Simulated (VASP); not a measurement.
# Al (P6_3/mmc) in VASP: further runs, part 2 of 2

VASP 6.6.1. The steps go on from the part before.

## Step 3: Single point, PBEsol

This run uses another cell than the first one, of 18.77 Å³/atom.

Input file INCAR:

```
SYSTEM = Al
PREC     = Accurate       ! precision mode
ENCUT    = 520            ! plane-wave cutoff, eV
EDIFF    = 1E-6           ! SCF threshold, eV
ISMEAR   = 0              ! smearing method
SIGMA    = 0.15           ! smearing width, eV
LREAL    = .False.        ! projectors in reciprocal space
LASPH    = .True.         ! aspherical terms in the spheres
NELM     = 100            ! most SCF steps
ALGO     = Fast           ! electronic algorithm
ISIF     = 2              ! what is computed and relaxed
LWAVE    = .False.        ! write WAVECAR
LCHARG   = .True.         ! write CHGCAR
GGA      = PS             ! functional
LELF     = .True.         ! ELF
LVHAR    = .True.       
NBANDS   = 10             ! bands
```

Input file KPOINTS:

```
Automatic mesh
0
Gamma
  18 18 10
  0 0 0
```

Input file POSCAR:

```
Al
1.0
    3.0093000000      0.0000000000      0.0000000000
   -1.5046500000      2.6061302476      0.0000000000
    0.0000000000      0.0000000000      4.7867000000
Al
2
Direct
    0.6666666667      0.3333333333      0.7500000000
    0.3333333333      0.6666666667      0.2500000000
```

Potentials or basis: VASP PAW PBE potentials, release 64 (Al).

The run is started by

```
$ cat potpaw_PBE.64/Al/POTCAR > POTCAR
$ mpirun -np 1 vasp_std > vasp.out
```

OUTCAR:

```text
SYSTEM = Al
   PREC = Accurate
   ENCUT = 520
   EDIFF = 1E-6
   ISMEAR = 0
   LREAL = .False.
   LASPH = .True.
   NELM = 100
   ISIF = 2
   GGA = PS

 ion  position               nearest neighbor table
   1  0.667  0.333  0.750-   2 2.96   2 2.96   2 2.96   2 2.96   2 2.96   2 2.96
   2  0.333  0.667  0.250-   1 2.96   1 2.96   1 2.96   1 2.96   1 2.96   1 2.96

  LATTYP: Found a hexagonal cell.
 ALAT       =     3.0093000000
 C/A-ratio  =     1.5906356960

  Lattice vectors:

[... 504 lines left out ...]

  FORCE on cell =-STRESS in cart. coord.  units (eV):
  Direction    XX          YY          ZZ          XY          YZ          ZX
  --------------------------------------------------------------------------------------
  -------------------------------------------------------------------------------------
  Total       -1.9396635     -1.9396635     -1.6987325      0.0000000      0.0000000      0.0000000
  in kB      -82.7826206    -82.7826206    -72.4999616      0.0000000      0.0000000      0.0000000
  external PRESSURE =     -79.3550676 kB  Pullay stress =       0.0000000 kB

 VOLUME and BASIS-vectors are now :
 -----------------------------------------------------------------------------
  energy-cutoff  :      520.00
  volume of cell :       37.54
      direct lattice vectors                 reciprocal lattice vectors
     3.009300000  0.000000000  0.000000000     0.332303193  0.191855338  0.000000000
    -1.504650000  2.606130248  0.000000000     0.000000000  0.383710676  0.000000000
     0.000000000  0.000000000  4.786700000     0.000000000  0.000000000  0.208912194

 POSITION                                       TOTAL-FORCE (eV/Angst)
 -----------------------------------------------------------------------------------
      1.50465      0.86871      3.59002         0.000000     -0.000000      0.000000
     -0.00000      1.73742      1.19667        -0.000000      0.000000      0.000000
 -----------------------------------------------------------------------------------
    total drift:                                0.000000      0.000000     -0.000000

  FREE ENERGIE OF THE ION-ELECTRON SYSTEM (eV)
  ---------------------------------------------------
  free  energy   TOTEN  =        -7.9785879346 eV

  energy  without entropy=       -7.9667895107  energy(sigma->0) =       -7.97268872
```

OSZICAR:

```text
N       E                     dE             d eps       ncg     rms          rms(c)
DAV:   1    -0.116879034499E+01   -0.11688E+01   -0.22370E+03  4440   0.465E+02
DAV:   2    -0.787963211704E+01   -0.67108E+01   -0.64225E+01  5756   0.502E+01
DAV:   3    -0.803391592098E+01   -0.15428E+00   -0.15335E+00  5872   0.636E+00
DAV:   4    -0.803456830705E+01   -0.65239E-03   -0.65233E-03  5422   0.466E-01
DAV:   5    -0.803457418985E+01   -0.58828E-05   -0.58833E-05  5368   0.447E-02    0.166E+00
RMM:   6    -0.800080116064E+01    0.33773E-01   -0.46810E-03  4490   0.354E-01    0.955E-01
RMM:   7    -0.797863567661E+01    0.22165E-01   -0.12362E-02  4644   0.566E-01    0.148E-01
RMM:   8    -0.797858112181E+01    0.54555E-04   -0.34965E-04  4930   0.121E-01    0.227E-02
RMM:   9    -0.797858700187E+01   -0.58801E-05   -0.58605E-05  5146   0.521E-02    0.212E-02
RMM:  10    -0.797858793460E+01   -0.93273E-06   -0.83342E-06  5197   0.204E-02
   1 F= -.79785879E+01 E0= -.79726887E+01  d E =-.117984E-01
```

stdout:

```text
POSCAR found type information on POSCAR Al
 POSCAR found :  1 types and       2 ions
 scaLAPACK will be used
 -----------------------------------------------------------------------------
|                                                                             |
|                                                                             |
|     You enforced a specific xc type in the INCAR file but a different       |
|     I HOPE YOU KNOW WHAT YOU ARE DOING!                                     |
|                                                                             |
 -----------------------------------------------------------------------------

 LDA part: xc-table for (Slater+PW92), standard interpolation
 POSCAR, INCAR and KPOINTS ok, starting setup
 FFT: planning ... GRIDC
 FFT: planning ... GRID_SOFT
 FFT: planning ... GRID
 WAVECAR not read
 entering main loop
```

Wall time 18 s (1 thread of Intel Xeon 6975P-C (Granite Rapids), shared host); peak memory 0.19 GiB.

What came out:

| Item | Value |
| --- | --- |
| Free energy | -7.9786 eV |
| Pressure | -7.9 GPa |
| Band gap on the k mesh | zero (bands 3 and 4 overlap by 7.32 eV) |

Caveat: the cell stands under tension; the PAW data sets were made with another functional, which shifts forces and pressure a little.

## Step 4: Single point, PBEsol

This run uses another cell than the first one, of 18.97 Å³/atom.

Input file INCAR:

```
PREC     = Accurate       # precision mode
ENCUT    = 520            # plane-wave cutoff, eV
EDIFF    = 1E-7           # SCF threshold, eV
ISMEAR   = 0              # smearing method
SIGMA    = 0.15           # smearing width, eV
LREAL    = F              # projectors in reciprocal space
LASPH    = T              # aspherical terms in the spheres
NELM     = 80             # most SCF steps
ALGO     = Normal         # electronic algorithm
ISIF     = 2              # what is computed and relaxed
LWAVE    = F              # write WAVECAR
LCHARG   = F              # write CHGCAR
GGA      = PS             # functional
NBANDS   = 10             # bands
```

Input file KPOINTS:

```
Automatic mesh
0
Gamma
  18 18 10
```

Input file POSCAR:

```
Al
1.0
    3.0492000000      0.0000000000      0.0000000000
   -1.5246000000      2.6406846612      0.0000000000
    0.0000000000      0.0000000000      4.7125000000
Al
2
Direct
    0.6666666667      0.3333333333      0.7500000000
    0.3333333333      0.6666666667      0.2500000000
```

The run is started by

```
$ cat potpaw_PBE.64/Al/POTCAR > POTCAR
$ mpirun -np 1 vasp_std > vasp.out
```

It took 18 s on 1 thread of Intel Xeon 6975P-C (Granite Rapids), shared host; peak memory 0.19 GiB.

It converged, with:

* Free energy: -7.9510 eV
* Pressure: -8.2 GPa
* Band gap on the k mesh: zero (bands 3 and 4 overlap by 7.72 eV)

Stress tensor (GPa, compression positive):
```
-8.91  0.00  0.00
 0.00 -8.91  0.00
 0.00  0.00 -6.73
```

Levels at points of the mesh, in eV from the Fermi level:
| k point | band 1 | band 2 | band 3 | band 4 | band 5 | band 6 | band 7 | band 8 |
| --- | --- | --- | --- | --- | --- | --- | --- | --- |
| (0.00, 0.00, 0.00) | -10.17 | -3.74 | -3.52 | 8.65 | 8.65 | 9.57 | 9.57 | 11.78 |
| (0.50, 0.00, 0.00) | -5.18 | -4.72 | 0.69 | 1.43 | 1.78 | 1.79 | 4.43 | 6.05 |
| (0.00, 0.00, 0.50) | -8.51 | -8.51 | 4.17 | 4.17 | 10.04 | 10.04 | 10.04 | 10.04 |
| (0.50, 0.00, 0.50) | -3.60 | -3.60 | -3.07 | -3.07 | 5.89 | 5.89 | 7.16 | 7.16 |

Caveat: the cell stands under tension; the PAW data sets were made with another functional, which shifts forces and pressure a little.

## Step 5: Summary

```csv
cell,gap on the mesh (eV),pressure (GPa)
"a = 3.049, b = 3.049, c = 4.638 Å, angles 90.0, 90.0, 120.0°, 2 atoms",none,-7.5
"a = 3.009, b = 3.009, c = 4.787 Å, angles 90.0, 90.0, 120.0°, 2 atoms",none,-7.9
"a = 3.049, b = 3.049, c = 4.713 Å, angles 90.0, 90.0, 120.0°, 2 atoms",none,-8.2
```

Alike in all rows: task single point; level PBEsol; potentials or basis VASP PAW PBE potentials, release 64 (Al); no spin polarisation; k mesh 18 × 18 × 10; cutoff (eV) 520; smearing gaussian 0.15 eV.

Caveats: the cell stands under tension; the PAW data sets were made with another functional, which shifts forces and pressure a little.

Total energies depend on the potentials used, so only differences within one code and one set of settings carry meaning.
